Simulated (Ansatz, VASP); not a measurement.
# Two plane-wave programs on K2S

The input POSCAR:

```
K2S
1.0
    0.0000000000      3.7027568457      3.7027568457
    3.7027568457      0.0000000000      3.7027568457
    3.7027568457      3.7027568457      0.0000000000
S K
1 2
Direct
    0.0000000000      0.0000000000      0.0000000000
    0.2500000000      0.2500000000      0.2500000000
    0.7500000000      0.7500000000      0.7500000000
```

The input INCAR.step1:

```
ALGO     = Normal         # electronic algorithm
EDIFF    = 1E-5           # SCF threshold, eV
ENCUT    = 550            # plane-wave cutoff, eV
GGA      = PE             # functional
GGA_COMPAT= False        
ISMEAR   = 0              # smearing method
LASPH    = True           # aspherical terms in the spheres
LCHARG   = False          # write CHGCAR
LREAL    = False          # projectors in reciprocal space
LWAVE    = True           # write WAVECAR
NBANDS   = 19             # bands
NELM     = 120            # most SCF steps
PREC     = Accurate       # precision mode
SIGMA    = 0.01           # smearing width, eV
```

File INCAR.step2:

```
ALGO     = Normal         # electronic algorithm
EDIFF    = 1E-6           # SCF threshold, eV
ENCUT    = 550            # plane-wave cutoff, eV
GGA_COMPAT= False        
ISIF     = 2              # what is computed and relaxed
ISMEAR   = 0              # smearing method
ISTART   = 1            
LASPH    = True           # aspherical terms in the spheres
LCHARG   = False          # write CHGCAR
LMIXTAU  = True         
LREAL    = False          # projectors in reciprocal space
LWAVE    = False          # write WAVECAR
METAGGA  = R2SCAN         # meta-GGA
NBANDS   = 19             # bands
NELM     = 120            # most SCF steps
PREC     = Accurate       # precision mode
SIGMA    = 0.01           # smearing width, eV
```

KPOINTS

```
k-points
0
Gamma
  6 6 6
```

Input for Ansatz:

```yaml
crystal:
  lattice:
    - [0.0, 3.7027568457, 3.7027568457]
    - [3.7027568457, 0.0, 3.7027568457]
    - [3.7027568457, 3.7027568457, 0.0]
  atoms:
    - { symbol: S, position: [0.0, 0.0, 0.0] }
    - { symbol: K, position: [0.25, 0.25, 0.25] }
    - { symbol: K, position: [0.75, 0.75, 0.75] }
kpoints:
  mp_grid: { grid: [6, 6, 6] }
  band_path:
    path:
      - [0.0, 0.0, 0.0]
      - [0.5, 0.0, 0.5]
      - [0.625, 0.25, 0.625]
      - [0.375, 0.375, 0.75]
      - [0.5, 0.5, 0.5]
      - [0.5, 0.25, 0.75]
      - [0.0, 0.5, 0.5]
    npoints: 1
hamiltonian:
  xc: r2scan
scf:
  occupations: { method: fixed }
  n_extra_bands: 4
output:
  forces: true
  stress: true
  eigenvalues: true
```

Alike in both runs: task single point; functional r2SCAN; k mesh 6 × 6 × 6; no spin polarisation.

|  | VASP | Ansatz |
| --- | --- | --- |
| version | VASP 6.6.1 | Ansatz 0.2.0 |
| potentials or method | VASP PAW PBE potentials, release 64 (S, K_sv) | plane waves, PAW |
| plane-wave cutoff (eV) | 550 | 500 |
| occupations | gaussian, width 0.01 eV | fixed |
| valence electrons in the cell | 24 | 24 |

Ansatz gave:

- gap on the k mesh at the Fermi level (eV): 2.75
- pressure (GPa): 0.0

Question: Estimate VASP's values.

Answer: gap on the k mesh at the Fermi level (eV): 2.76; pressure (GPa): 0.0.

VASP's potentials were made for PBE, not for r2SCAN.
